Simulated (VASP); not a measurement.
# Ta (Im-3m) in VASP: single point with PBE

Aim: the single point of Ta with PBE.

All numbers are computed with VASP 6.6.1; they aren't measurements. Logs are shortened: lines on timing, memory, paths and dates and some standing lists are left out, and cuts for length are marked.

### 1 The cell of the first run

Symmetry: Im-3m, No. 229, cubic system. The conventional cell has a = 3.303 Å, b = 3.303 Å, c = 3.303 Å, α = 90.00°, β = 90.00°, γ = 90.00°. Ta (site symmetry m-3m) has 14 Ta at 2.86 to 3.30 Å within 3.8 Å.

### 2 Single point, PBE

Contents of INCAR:

```
SYSTEM = Ta
PREC = Accurate ; ENCUT = 500
EDIFF = 1E-6 ; ISMEAR = 1
SIGMA = 0.1 ; LREAL = .False.
LASPH = .True. ; NELM = 120
ALGO = Normal ; ISIF = 2
LWAVE = .False. ; LCHARG = .True.
GGA = PE ; LELF = .True.
LVHAR = .True. ; NBANDS = 78
GGA_COMPAT = .False.
```

Contents of KPOINTS:

```
regular mesh
0
Gamma
  2 3 3
  0 0 0
```

Contents of POSCAR:

```
Ta
1.0
   -4.9538400000      4.9538400000      4.9538400000
    3.3025600000     -3.3025600000      3.3025600000
    3.3025600000      3.3025600000     -3.3025600000
Ta
12
Direct
    0.0000000000      0.0000000000      0.0000000000
    0.0000000000      0.0000000000      0.5000000000
    0.0000000000      0.5000000000      0.0000000000
    0.0000000000      0.5000000000      0.5000000000
    0.3333333333      0.0000000000      0.0000000000
    0.3333333333      0.0000000000      0.5000000000
    0.3333333333      0.5000000000      0.0000000000
    0.3333333333      0.5000000000      0.5000000000
    0.6666666667      0.0000000000      0.0000000000
    0.6666666667      0.0000000000      0.5000000000
    0.6666666667      0.5000000000      0.0000000000
    0.6666666667      0.5000000000      0.5000000000
```

Potentials or basis: VASP PAW PBE potentials, release 64 (Ta_pv).

Command:

```
cat potpaw_PBE.64/Ta_pv/POTCAR > POTCAR
mpirun -np 1 vasp_std > vasp.out
```

OUTCAR:

```text
SYSTEM = Ta
   PREC = Accurate
   ENCUT = 500
   EDIFF = 1E-6
   ISMEAR = 1
   LREAL = .False.
   LASPH = .True.
   NELM = 120
   ISIF = 2
   GGA = PE

 ion  position               nearest neighbor table
   1  0.000  0.000  0.000-   5 2.86   9 2.86   8 2.86  12 2.86   2 2.86   2 2.86   3 2.86   3 2.86
                            10 3.30   7 3.30  11 3.30   6 3.30   4 3.30   4 3.30
   2  0.000  0.000  0.500-   6 2.86  10 2.86   7 2.86  11 2.86   1 2.86   1 2.86   4 2.86   4 2.86
                             9 3.30   5 3.30  12 3.30   8 3.30   3 3.30   3 3.30
   3  0.000  0.500  0.000-   7 2.86  11 2.86   6 2.86  10 2.86   1 2.86   4 2.86   1 2.86   4 2.86
                            12 3.30   5 3.30   9 3.30   8 3.30   2 3.30   2 3.30
   4  0.000  0.500  0.500-   8 2.86  12 2.86   5 2.86   9 2.86   2 2.86   3 2.86   2 2.86   3 2.86
                            11 3.30   7 3.30  10 3.30   6 3.30   1 3.30   1 3.30
   5  0.333  0.000  0.000-   1 2.86   4 2.86   7 2.86   6 2.86   7 2.86   6 2.86  12 2.86   9 2.86
                             2 3.30   3 3.30   8 3.30   8 3.30  11 3.30  10 3.30
   6  0.333  0.000  0.500-   2 2.86   3 2.86   8 2.86   5 2.86   8 2.86   5 2.86  11 2.86  10 2.86
                             1 3.30   4 3.30   7 3.30   7 3.30   9 3.30  12 3.30
   7  0.333  0.500  0.000-   3 2.86   2 2.86   8 2.86   8 2.86   5 2.86   5 2.86  10 2.86  11 2.86
                             4 3.30   1 3.30   6 3.30   6 3.30   9 3.30  12 3.30
   8  0.333  0.500  0.500-   4 2.86   1 2.86   7 2.86   7 2.86   6 2.86   6 2.86   9 2.86  12 2.86
                             3 3.30   2 3.30   5 3.30   5 3.30  11 3.30  10 3.30
   9  0.667  0.000  0.000-   1 2.86   4 2.86  10 2.86  11 2.86  10 2.86  11 2.86   8 2.86   5 2.86
                             3 3.30   2 3.30  12 3.30  12 3.30   7 3.30   6 3.30
  10  0.667  0.000  0.500-   2 2.86   3 2.86   9 2.86  12 2.86   9 2.86  12 2.86   7 2.86   6 2.86
                             1 3.30   4 3.30  11 3.30  11 3.30   8 3.30   5 3.30
  11  0.667  0.500  0.000-   3 2.86   2 2.86   9 2.86  12 2.86  12 2.86   9 2.86   6 2.86   7 2.86
                             1 3.30   4 3.30  10 3.30  10 3.30   5 3.30   8 3.30
  12  0.667  0.500  0.500-   4 2.86   1 2.86  10 2.86  11 2.86  11 2.86  10 2.86   5 2.86   8 2.86
                             3 3.30   2 3.30   9 3.30   9 3.30   6 3.30   7 3.30

  LATTYP: Found a base centered monoclinic cell.
 ALAT       =     6.6051200000
 B/A-ratio  =     1.4142135624
 C/A-ratio  =     1.0897247359
 COS(beta)  =    -0.2294157339

  Lattice vectors:

 A1 = (  -3.3025600000,   3.3025600000,  -3.3025600000)
 A2 = (  -3.3025600000,  -3.3025600000,   3.3025600000)
 A3 = (   1.6512800000,   4.9538400000,   4.9538400000)

Analysis of symmetry for initial positions (statically):
=====================================================================
 Subroutine PRICEL returns following result:

  LATTYP: Found a body centered cubic cell.
 ALAT       =     3.3025600000

  Lattice vectors:

 A1 = (  -1.6512799998,   1.6512799998,   1.6512799998)
 A2 = (   1.6512800000,  -1.6512800000,   1.6512800000)
 A3 = (   1.6512800000,   1.6512800000,  -1.6512800000)

  12 primitive cells build up your supercell.

 Routine SETGRP: Setting up the symmetry group for a
 base centered monoclinic supercell.

 Subroutine GETGRP returns: Found  4 space group operations
 (whereof  4 operations were pure point group operations)
 out of a pool of  4 trial point group operations.

The static configuration has the point symmetry C_2h.

Analysis of symmetry for dynamics (positions and initial velocities):
=====================================================================
 Subroutine PRICEL returns following result:

  LATTYP: Found a body centered cubic cell.
 ALAT       =     3.3025600000

  Lattice vectors:

 A1 = (  -1.6512799998,   1.6512799998,   1.6512799998)
 A2 = (   1.6512800000,  -1.6512800000,   1.6512800000)
 A3 = (   1.6512800000,   1.6512800000,  -1.6512800000)

  12 primitive cells build up your supercell.

 Routine SETGRP: Setting up the symmetry group for a
 base centered monoclinic supercell.

 Subroutine GETGRP returns: Found  4 space group operations
 (whereof  4 operations were pure point group operations)
 out of a pool of  4 trial point group operations.

The dynamic configuration has the point symmetry C_2h.

[... 58 lines left out ...]
|        The reciprocal lattice is base-centered monoclinic,                  |
|        whereas your k-lattice is face-centered cubic.                       |
|                                                                             |
|     Results are often still useful ...                                      |
|                                                                             |
 -----------------------------------------------------------------------------

 Subroutine IBZKPT returns following result:
 ===========================================

 Found      8 irreducible k-points:

 Following reciprocal coordinates:
            Coordinates               Weight
  0.000000  0.000000  0.000000      1.000000
  0.500000  0.000000  0.000000      1.000000
  0.000000  0.333333  0.000000      4.000000
  0.500000  0.333333  0.000000      4.000000
  0.000000  0.333333  0.333333      2.000000
  0.500000  0.333333  0.333333      2.000000
  0.000000 -0.333333  0.333333      2.000000
  0.500000 -0.333333  0.333333      2.000000
   k-points           NKPTS =      8   k-points in BZ     NKDIM =      8   number of bands    NBANDS=     78
   number of dos      NEDOS =    301   number of ions     NIONS =     12
   total plane-waves  NPLWV = 112896
   dimension x,y,z NGX =    64 NGY =   42 NGZ =   42
   dimension x,y,z NGXF=   128 NGYF=   84 NGZF=   84
   ions per type =              12
   NGX,Y,Z   is equivalent  to a cutoff of  12.40, 12.21, 12.21 a.u.
   NGXF,Y,Z  is equivalent  to a cutoff of  24.80, 24.41, 24.41 a.u.
 SYSTEM =  Ta
   PREC   = accura    normal or accurate (medium, high low for compatibility)
   ISTART =      0    job   : 0-new  1-cont  2-samecut
   ICHARG =      2    charge: 1-file 2-atom 10-const
   ISPIN  =      1    spin polarized calculation?
   LNONCOLLINEAR =      F non collinear calculations
   LSORBIT =      F    spin-orbit coupling
   LASPH  =      T    aspherical Exc in radial PAW
   ENCUT  =  500.0 eV  36.75 Ry    6.06 a.u.  15.64 10.43 10.43*2*pi/ulx,y,z
   NELM   =    120;   NELMIN=  2; NELMDL= -5     # of ELM steps
   EDIFF  = 0.1E-05   stopping-criterion for ELM
   LREAL  =      F    real-space projection
   EDIFFG = 0.1E-04   stopping-criterion for IOM
   NSW    =      0    number of steps for IOM
   IBRION =     -1    ionic relax: 0-MD 1-quasi-New 2-CG
   NFREE  =      0    steps in history (QN), initial steepest desc. (CG)
   ISIF   =      2    stress and relaxation
   ISYM   =      2    0-nonsym 1-usesym 2-fastsym
   POTIM  = 0.5000    time-step for ionic-motion
   TEBEG  =    0.0;   TEEND  =   0.0 temperature during run
   PSTRESS=    0.0 pullay stress
   NELECT =     132.0000    total number of electrons
   NUPDOWN=      -1.0000    fix difference up-down
   EMIN   =  10.00;   EMAX   =-10.00  energy-range for DOS
   EFERMI =   0.00;   METHOD = LEGACY
   ISMEAR =     1;   SIGMA  =   0.10  broadening in eV -4-tet -1-fermi 0-gaus
   EFERMI_NEDOS =   21; number of points for ismear=-14 and -15
   IALGO  =     38    algorithm
   IMIX   =      4    mixing-type and parameters
     AMIX     =   0.40;   BMIX     =  1.00
     AMIX_MAG =   1.60;   BMIX_MAG =  1.00
  volume/ion in A,a.u.               =      18.01       121.54
  Fermi-wavevector in a.u.,A,eV,Ry     =   1.388988  2.624806 26.249534  1.929286
  Thomas-Fermi vector in A             =   2.513061
   LORBIT       =      0    0 simple, 1 ext, 2 COOP (PROOUT), +10 PAW based schemes
   GGA     = PE    functional components
   LHFCALC =     F    Hartree Fock is set to
   AEXX    =    0.0000 exact exchange contribution
   IVDW    =     0    specifies the selected vdW correction
   LEPSILON=     F    determine dielectric tensor
   LRPA    =     F    only Hartree local field effects (RPA)
 non-spin polarized calculation
 Methfessel and Paxton  Order N= 1 SIGMA  =   0.10
  energy-cutoff  :      500.00
  volume of cell :      216.12
 maximum number of plane-waves:      5515
 NGX is ok and might be reduce to    64
   NGX = 31   NGY = 21   NGZ = 21

 number of electron     132.0000020 magnetization

 Free energy of the ion-electron system (eV)
  ---------------------------------------------------
  ext. energy  EPLUGINS =         0.00000000
  ---------------------------------------------------
  free energy    TOTEN  =      -140.68660414 eV

  energy without entropy =     -140.62574657  energy(sigma->0) =     -140.66631828

 E-fermi :   5.4491     XC(G=0): -12.6266

 val. band max:        5.4223515910   @ k =   0.0000   0.0000   0.0000
 cond. band min:       5.4780054885   @ k =   0.0000   0.3333   0.0000
 fundamental gap:      0.0556538976
 Fermi energy:         5.4490957893

 k-point     1 :       0.0000    0.0000    0.0000
  band No.  band energies     occupation
      1     -28.8035      2.00000
      2     -28.8035      2.00000
      3     -28.8035      2.00000
      4     -28.6600      2.00000
      5     -28.6600      2.00000
      6     -28.6600      2.00000
[... 637 lines left out ...]
     77       7.5591      0.00000
     78       7.5591      0.00000

------------------------ aborting loop because EDIFF is reached ----------------------------------------

  FORCE on cell =-STRESS in cart. coord.  units (eV):
  Direction    XX          YY          ZZ          XY          YZ          ZX
  --------------------------------------------------------------------------------------
  -------------------------------------------------------------------------------------
  Total        8.1841099      8.1841020      8.1841020     -0.0004293      0.0002620     -0.0004292
  in kB       60.6706482     60.6705896     60.6705896     -0.0031822      0.0019423     -0.0031818
  external PRESSURE =      60.6706091 kB  Pullay stress =       0.0000000 kB

 VOLUME and BASIS-vectors are now :
 -----------------------------------------------------------------------------
  energy-cutoff  :      500.00
  volume of cell :      216.12
      direct lattice vectors                 reciprocal lattice vectors
    -4.953840000  4.953840000  4.953840000     0.000000000  0.100931802  0.100931802
     3.302560000 -3.302560000  3.302560000     0.151397704  0.000000000  0.151397704
     3.302560000  3.302560000 -3.302560000     0.151397704  0.151397704  0.000000000

 POSITION                                       TOTAL-FORCE (eV/Angst)
 -----------------------------------------------------------------------------------
      0.00000      0.00000      0.00000         0.000000      0.000000      0.000000
      1.65128      1.65128     -1.65128         0.000000     -0.000000     -0.000000
      1.65128     -1.65128      1.65128         0.000000      0.000000      0.000000
      3.30256      0.00000      0.00000         0.000000     -0.000000     -0.000000
     -1.65128      1.65128      1.65128        -0.000000      0.000000      0.000000
      0.00000      3.30256     -0.00000        -0.000000      0.000000      0.000000
      0.00000     -0.00000      3.30256        -0.000000     -0.000000      0.000000
      1.65128      1.65128      1.65128        -0.000000      0.000000      0.000000
     -3.30256      3.30256      3.30256         0.000000     -0.000000     -0.000000
     -1.65128      4.95384      1.65128         0.000000     -0.000000     -0.000000
     -1.65128      1.65128      4.95384         0.000000      0.000000     -0.000000
     -0.00000      3.30256      3.30256         0.000000     -0.000000     -0.000000
 -----------------------------------------------------------------------------------
    total drift:                               -0.000000      0.000000      0.000000

  FREE ENERGIE OF THE ION-ELECTRON SYSTEM (eV)
  ---------------------------------------------------
  free  energy   TOTEN  =      -140.6866041391 eV

  energy  without entropy=     -140.6257465691  energy(sigma->0) =     -140.66631828
```

It took 1.8 min on 1 thread of Intel Xeon Platinum 8375C at 2.90GHz (Ice Lake), shared host; peak memory 0.35 GiB.

Results:

| Quantity | Value |
| --- | --- |
| Free energy | -140.6866 eV |
| Pressure | 6.1 GPa |
| Band gap on the k mesh | zero (bands 66 and 67 overlap by 1.03 eV) |

Caveat: the k points lie up to 0.45 Å⁻¹ apart, too coarse for converged energies and pressures of a metal; spin-orbit coupling is left out, which moves the levels of the heavy elements.
